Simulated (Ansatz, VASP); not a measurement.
## One calculation of ZnAu, two programs

INCAR

```
SYSTEM = ZnAu
PREC = Accurate
ENCUT = 520
EDIFF = 1E-6
ISMEAR = -1
SIGMA = 0.1
LREAL = .FALSE.
LASPH = .TRUE.
NELM = 100
ALGO = Normal
ISIF = 2
LWAVE = .FALSE.
LCHARG = .FALSE.
GGA = PE
NBANDS = 18
```

KPOINTS

```
regular mesh
0
G
  11 11 11
  0 0 0
```

Contents of POSCAR:

```
ZnAu
1.0
    3.1323220000      0.0000000000      0.0000000000
    0.0000000000      3.1323220000      0.0000000000
    0.0000000000      0.0000000000      3.1323220000
Au Zn
1 1
Direct
    0.0000000000      0.0000000000      0.0000000000
    0.5000000000      0.5000000000      0.5000000000
```

Input for Ansatz:

```yaml
crystal:
  lattice:
    - [3.132322, 0.0, 0.0]
    - [0.0, 3.132322, 0.0]
    - [0.0, 0.0, 3.132322]
  atoms:
    - { symbol: Au, position: [0.0, 0.0, 0.0] }
    - { symbol: Zn, position: [0.5, 0.5, 0.5] }
  symmetry: { tolerance: 0.0003 }
kpoints:
  mp_grid: { grid: [11, 11, 11], shift: [0, 0, 0] }
  band_path:
    path:
      - [0.0, 0.0, 0.0]
      - [0.0, 0.5, 0.0]
      - [0.5, 0.5, 0.0]
      - [0.0, 0.0, 0.0]
      - [0.5, 0.5, 0.5]
      - [0.0, 0.5, 0.0]
      - [0.5, 0.5, 0.5]
      - [0.5, 0.5, 0.0]
    npoints: 20
magnetization:
  spin_polarized: false
scf:
  occupations: { method: fermi_dirac }
  lower_state_search: "off"
  max_iter: 200
hamiltonian:
  pseudopotentials: { kind: paw }
  xc: pbe
basis:
  ecutwfc: 420
  fft_grid_basis: typed
output:
  forces: true
  stress: true
  eigenvalues: true
  bader: true
  populations: true
  elf: true
  write_potential: true
  volumetric_format: npy
  dos:
    e_range: [-12, 8]
    de: 0.05
    projected: { site_lists: { Au: [Au], Zn: [Zn] } }
  write_density: true
checkpoint:
  read: saved_state
```

Alike in both runs: task single point; functional PBE; k mesh 11 × 11 × 11; no spin polarisation.

```csv
,VASP,Ansatz
version,VASP 6.6.1,Ansatz 0.2.0
potentials or method,"VASP PAW PBE potentials, release 64 (Au, Zn), cutoff 520 eV",PAW plane waves
occupations,"fermi-dirac, width 0.1 eV",fermi-dirac
valence electrons in the cell,23,31
```

VASP gave:

* pressure (GPa): 7.0

Task: What did Ansatz give for the same quantities?

Result: Pressure (GPa): 6.9.

VASP's potentials hold 23 valence electrons a cell and Ansatz's 31, so a difference there can come from the potentials and not from the codes.

Spin-orbit coupling is off throughout.
